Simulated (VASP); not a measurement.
# AlN (I-4m2) in VASP: single point with PBE

Aim: the single point of AlN with PBE.

All numbers are computed with VASP 6.6.1; they aren't measurements. Logs are shortened: lines on timing, memory, paths and dates and some standing lists are left out, and cuts for length are marked.

## Step 1: The cell of the first run

Symmetry: I-4m2, No. 119, tetragonal system. The conventional cell has a = 3.063 Å, b = 3.063 Å, c = 4.549 Å, α = 90.00°, β = 90.00°, γ = 90.00°. Al (site symmetry -4m2) has 4 N at 1.91 Å within 2.5 Å. Within 2.5 Å of N (site symmetry -4m2) lie 4 Al at 1.91 Å.

## Step 2: Single point, PBE

INCAR reads:

```
SYSTEM = AlN
ALGO = Normal
EDIFF = 1E-7
ENCUT = 520
GGA = PE
ISIF = 2
ISMEAR = 0
LASPH = .TRUE.
LCHARG = .TRUE.
LELF = .TRUE.
LREAL = .FALSE.
LVHAR = .TRUE.
LWAVE = .FALSE.
NBANDS = 11
NELM = 80
PREC = Accurate
SIGMA = 0.05
```

KPOINTS reads:

```
k-points
0
G
  10 10 10
  0 0 0
```

POSCAR reads:

```
AlN
1.0
    0.0000000000      2.1660714244      2.2743749957
    2.1660714244      0.0000000000      2.2743749957
    2.1660714244      2.1660714244      0.0000000000
Al N
1 1
Direct
    0.0000000000      0.0000000000      0.0000000000
    0.7500000000      0.7500000000      0.7500000000
```

Potentials or basis: VASP PAW PBE potentials, release 64 (Al, N).

Command:

```sh
$ cat potpaw_PBE.64/Al/POTCAR potpaw_PBE.64/N/POTCAR > POTCAR
$ mpirun -np 1 vasp_std > vasp.out
```

OUTCAR:

```text
SYSTEM = AlN
   EDIFF = 1E-7
   ENCUT = 520
   GGA = PE
   ISIF = 2
   ISMEAR = 0
   LASPH = .TRUE.
   LREAL = .FALSE.
   NELM = 80
   PREC = Accurate

 ion  position               nearest neighbor table
   1  0.000  0.000  0.000-   2 1.91   2 1.91   2 1.91   2 1.91
   2  0.750  0.750  0.750-   1 1.91   1 1.91   1 1.91   1 1.91

  LATTYP: Found a body centered tetragonal cell.
 ALAT       =     3.0632875855
 C/A-ratio  =     1.4849242405

  Lattice vectors:

 A1 = (  -2.1660714244,   0.0000000000,   2.2743749957)
 A2 = (   2.1660714244,   0.0000000000,   2.2743749957)
 A3 = (   0.0000000000,   2.1660714244,  -2.2743749957)

Analysis of symmetry for initial positions (statically):
=====================================================================
 Subroutine PRICEL returns:
 Original cell was already a primitive cell.

 Routine SETGRP: Setting up the symmetry group for a
 body centered tetragonal supercell.

 Subroutine GETGRP returns: Found  8 space group operations
 (whereof  8 operations were pure point group operations)
 out of a pool of 16 trial point group operations.

The static configuration has the point symmetry D_2d.

Analysis of symmetry for dynamics (positions and initial velocities):
=====================================================================
 Subroutine PRICEL returns:
 Original cell was already a primitive cell.

 Routine SETGRP: Setting up the symmetry group for a
 body centered tetragonal supercell.

 Subroutine GETGRP returns: Found  8 space group operations
 (whereof  8 operations were pure point group operations)
 out of a pool of 16 trial point group operations.

The dynamic configuration has the point symmetry D_2d.

 Subroutine INISYM returns: Found  8 space group operations
 (whereof  8 operations are pure point group operations),
 and found     1 'primitive' translations

----------------------------------------------------------------------------------------

                                     Primitive cell

  volume of cell :      21.3421

  direct lattice vectors                    reciprocal lattice vectors
     0.000000000  2.166071424  2.274374996    -0.230832647  0.230832647  0.219840616
     2.166071424  0.000000000  2.274374996     0.230832647 -0.230832647  0.219840616
     2.166071424  2.166071424  0.000000000     0.230832647  0.230832647 -0.219840616

  length of vectors
     3.140803565  3.140803565  3.063287585     0.393569966  0.393569966  0.393569966

  position of ions in fractional coordinates (direct lattice)
     0.000000000  0.000000000  0.000000000
     0.750000000  0.750000000  0.750000000

  ion indices of the primitive-cell ions
   primitive index   ion index
                 1           1
                 2           2

----------------------------------------------------------------------------------------

 KPOINTS: k-points

Automatic generation of k-mesh.
 Grid dimensions read from file:
 generate k-points for:   10   10   10

 Generating k-lattice:

  Cartesian coordinates                     Fractional coordinates (reciprocal lattice)
    -0.023083265  0.023083265  0.021984062     0.100000000 -0.000000000  0.000000000
     0.023083265 -0.023083265  0.021984062    -0.000000000  0.100000000  0.000000000
     0.023083265  0.023083265 -0.021984062     0.000000000  0.000000000  0.100000000

  Length of vectors
     0.039356997  0.039356997  0.039356997

  Shift w.r.t. Gamma in fractional coordinates (k-lattice)
     0.000000000  0.000000000  0.000000000

 Subroutine IBZKPT returns following result:
 ===========================================

 Found    102 irreducible k-points:

 Following reciprocal coordinates:
            Coordinates               Weight
  0.000000  0.000000  0.000000      1.000000
  0.100000  0.000000  0.000000      8.000000
  0.200000  0.000000  0.000000      8.000000
  0.300000 -0.000000  0.000000      8.000000
  0.400000 -0.000000  0.000000      8.000000
  0.500000  0.000000  0.000000      4.000000
[... 16 lines left out ...]
  0.300000  0.300000  0.000000      2.000000
  0.400000  0.300000  0.000000      8.000000
 [... further k-points ...]
   k-points           NKPTS =    102   k-points in BZ     NKDIM =    102   number of bands    NBANDS=     11
   number of dos      NEDOS =    301   number of ions     NIONS =      2
   total plane-waves  NPLWV =  13824
   dimension x,y,z NGX =    24 NGY =   24 NGZ =   24
   dimension x,y,z NGXF=    48 NGYF=   48 NGZF=   48
   ions per type =               1   1
   NGX,Y,Z   is equivalent  to a cutoff of  12.70, 12.70, 13.02 a.u.
   NGXF,Y,Z  is equivalent  to a cutoff of  25.41, 25.41, 26.05 a.u.
 SYSTEM =  AlN
   PREC   = accura    normal or accurate (medium, high low for compatibility)
   ISTART =      0    job   : 0-new  1-cont  2-samecut
   ICHARG =      2    charge: 1-file 2-atom 10-const
   ISPIN  =      1    spin polarized calculation?
   LNONCOLLINEAR =      F non collinear calculations
   LSORBIT =      F    spin-orbit coupling
   LASPH  =      T    aspherical Exc in radial PAW
   ENCUT  =  520.0 eV  38.22 Ry    6.18 a.u.   5.84  5.84  5.70*2*pi/ulx,y,z
   NELM   =     80;   NELMIN=  2; NELMDL= -5     # of ELM steps
   EDIFF  = 0.1E-06   stopping-criterion for ELM
   LREAL  =      F    real-space projection
   EDIFFG = 0.1E-05   stopping-criterion for IOM
   NSW    =      0    number of steps for IOM
   IBRION =     -1    ionic relax: 0-MD 1-quasi-New 2-CG
   NFREE  =      0    steps in history (QN), initial steepest desc. (CG)
   ISIF   =      2    stress and relaxation
   ISYM   =      2    0-nonsym 1-usesym 2-fastsym
   POTIM  = 0.5000    time-step for ionic-motion
   TEBEG  =    0.0;   TEEND  =   0.0 temperature during run
   PSTRESS=    0.0 pullay stress
   NELECT =       8.0000    total number of electrons
   NUPDOWN=      -1.0000    fix difference up-down
   EMIN   =  10.00;   EMAX   =-10.00  energy-range for DOS
   EFERMI =   0.00;   METHOD = LEGACY
   ISMEAR =     0;   SIGMA  =   0.05  broadening in eV -4-tet -1-fermi 0-gaus
   EFERMI_NEDOS =   21; number of points for ismear=-14 and -15
   IALGO  =     38    algorithm
   IMIX   =      4    mixing-type and parameters
     AMIX     =   0.40;   BMIX     =  1.00
     AMIX_MAG =   1.60;   BMIX_MAG =  1.00
  volume/ion in A,a.u.               =      10.67        72.01
  Fermi-wavevector in a.u.,A,eV,Ry     =   1.180390  2.230614 18.957286  1.393321
  Thomas-Fermi vector in A             =   2.316684
   LORBIT       =      0    0 simple, 1 ext, 2 COOP (PROOUT), +10 PAW based schemes
   GGA     = PE    functional components
   LHFCALC =     F    Hartree Fock is set to
   AEXX    =    0.0000 exact exchange contribution
   IVDW    =     0    specifies the selected vdW correction
   LEPSILON=     F    determine dielectric tensor
   LRPA    =     F    only Hartree local field effects (RPA)
 non-spin polarized calculation
 Gauss-broadening in eV      SIGMA  =   0.05
  energy-cutoff  :      520.00
  volume of cell :       21.34
 maximum number of plane-waves:       596
   NGX = 11   NGY = 11   NGZ = 11

 number of electron       8.0000001 magnetization

 Free energy of the ion-electron system (eV)
  ---------------------------------------------------
  ext. energy  EPLUGINS =         0.00000000
  ---------------------------------------------------
  free energy    TOTEN  =       -14.83181760 eV

  energy without entropy =      -14.83181760  energy(sigma->0) =      -14.83181760

 E-fermi :   6.1114     XC(G=0): -10.8313

 val. band max:        5.8410927399   @ k =  -0.1000   0.1000   0.0000
 cond. band min:       8.9950280247   @ k =   0.5000   0.0000   0.5000
 fundamental gap:      3.1539352848
 Fermi energy:         6.1114327945

 k-point     1 :       0.0000    0.0000    0.0000
  band No.  band energies     occupation
      1      -9.0925      2.00000
      2       5.6062      2.00000
      3       5.8296      2.00000
      4       5.8296      2.00000
      5       9.7234      0.00000
      6      18.0638      0.00000
      7      18.0638      0.00000
      8      18.1105      0.00000
      9      22.3401      0.00000
     10      23.4857      0.00000
     11      24.0346      0.00000

 k-point     2 :       0.1000    0.0000    0.0000
  band No.  band energies     occupation
      1      -8.9500      2.00000
      2       4.9329      2.00000
      3       5.6236      2.00000
      4       5.7919      2.00000
      5      10.3927      0.00000
      6      17.6234      0.00000
      7      18.2241      0.00000
      8      18.2295      0.00000
      9      21.2831      0.00000
     10      22.6129      0.00000
     11      23.9724      0.00000

 k-point     3 :       0.2000    0.0000    0.0000
  band No.  band energies     occupation
      1      -8.5450      2.00000
      2       3.3569      2.00000
      3       5.4492      2.00000
      4       5.6981      2.00000
      5      11.5169      0.00000
      6      16.7537      0.00000
      7      18.0109      0.00000
      8      18.3770      0.00000
      9      21.1425      0.00000
     10      21.7510      0.00000
     11      23.1442      0.00000

 k-point     4 :       0.3000   -0.0000    0.0000
  band No.  band energies     occupation
      1      -7.9583      2.00000
      2       1.7447      2.00000
      3       5.2590      2.00000
      4       5.5911      2.00000
      5      12.3409      0.00000
      6      15.9889      0.00000
      7      17.3242      0.00000
      8      17.9399      0.00000
      9      22.1988      0.00000
     10      22.4596      0.00000
     11      23.1089      0.00000
[... 239 lines left out ...]
 k-point    22 :      -0.2000    0.2000    0.0000
  band No.  band energies     occupation
      1      -7.7359      2.00000
      2       1.9455      2.00000
      3       3.9214      2.00000
      4       5.6810      2.00000
      5      13.1367      0.00000
      6      15.9351      0.00000
      7      16.4320      0.00000
      8      18.4554      0.00000
      9      20.5542      0.00000
     10      24.1598      0.00000
     11      25.7247      0.00000

 k-point    23 :       0.3000    0.3000    0.0000
  band No.  band energies     occupation
      1      -7.6823      2.00000
      2       2.0890      2.00000
      3       4.7428      2.00000
      4       4.7428      2.00000
      5      10.9383      0.00000
      6      15.6955      0.00000
      7      16.7620      0.00000
      8      20.1897      0.00000
      9      20.1897      0.00000
     10      26.4977      0.00000
     11      29.3018      0.00000

 k-point    24 :       0.4000    0.3000    0.0000
  band No.  band energies     occupation
      1      -7.2493      2.00000
      2       1.4739      2.00000
      3       4.2173      2.00000
      4       4.6045      2.00000
      5      10.6609      0.00000
      6      15.5687      0.00000
      7      17.1888      0.00000
      8      20.3485      0.00000
      9      20.7512      0.00000
     10      27.1615      0.00000
     11      28.8477      0.00000

 [... further k-points ...]
[... 5 lines left out ...]
  --------------------------------------------------------------------------------------
  -------------------------------------------------------------------------------------
  Total        0.2771067      0.2771067     -0.7304629      0.0000000      0.0000000      0.0000000
  in kB       20.8027103     20.8027103    -54.8366767      0.0000000      0.0000000      0.0000000
  external PRESSURE =      -4.4104187 kB  Pullay stress =       0.0000000 kB

 VOLUME and BASIS-vectors are now :
 -----------------------------------------------------------------------------
  energy-cutoff  :      520.00
  volume of cell :       21.34
      direct lattice vectors                 reciprocal lattice vectors
     0.000000000  2.166071424  2.274374996    -0.230832647  0.230832647  0.219840616
     2.166071424  0.000000000  2.274374996     0.230832647 -0.230832647  0.219840616
     2.166071424  2.166071424  0.000000000     0.230832647  0.230832647 -0.219840616

 POSITION                                       TOTAL-FORCE (eV/Angst)
 -----------------------------------------------------------------------------------
      0.00000      0.00000      0.00000         0.000000      0.000000      0.000000
      3.24911      3.24911      3.41156        -0.000000     -0.000000     -0.000000
 -----------------------------------------------------------------------------------
    total drift:                               -0.000000     -0.000000     -0.000000

  FREE ENERGIE OF THE ION-ELECTRON SYSTEM (eV)
  ---------------------------------------------------
  free  energy   TOTEN  =       -14.8318176022 eV

  energy  without entropy=      -14.8318176022  energy(sigma->0) =      -14.83181760
```

Run time: 6.5 s. Hardware: 1 thread of Intel Xeon 6975P-C (Granite Rapids), shared host; peak memory 0.14 GiB.

What came out:

| Quantity | Value |
| --- | --- |
| Free energy | -14.8318 eV |
| Pressure | -0.4 GPa |
| Band gap on the k mesh | 3.15 eV, indirect (least direct gap 3.89 eV) |

Levels at points of the mesh, in eV from the valence-band top:
| k point | band 1 | band 2 | band 3 | band 4 | band 5 | band 6 | band 7 | band 8 | band 9 |
| --- | --- | --- | --- | --- | --- | --- | --- | --- | --- |
| (0.00, 0.00, 0.00) | -14.93 | -0.23 | -0.01 | -0.01 | 3.88 | 12.22 | 12.22 | 12.27 | 16.50 |
| (0.50, 0.00, 0.00) | -12.95 | -5.84 | -0.78 | -0.36 | 6.97 | 9.61 | 10.60 | 11.35 | 17.48 |
| (0.50, 0.50, 0.00) | -12.48 | -5.23 | -1.57 | -1.57 | 3.38 | 8.87 | 12.97 | 15.60 | 15.60 |
| (0.50, 0.00, 0.50) | -12.27 | -4.77 | -1.97 | -1.95 | 3.15 | 8.13 | 13.80 | 14.50 | 15.93 |
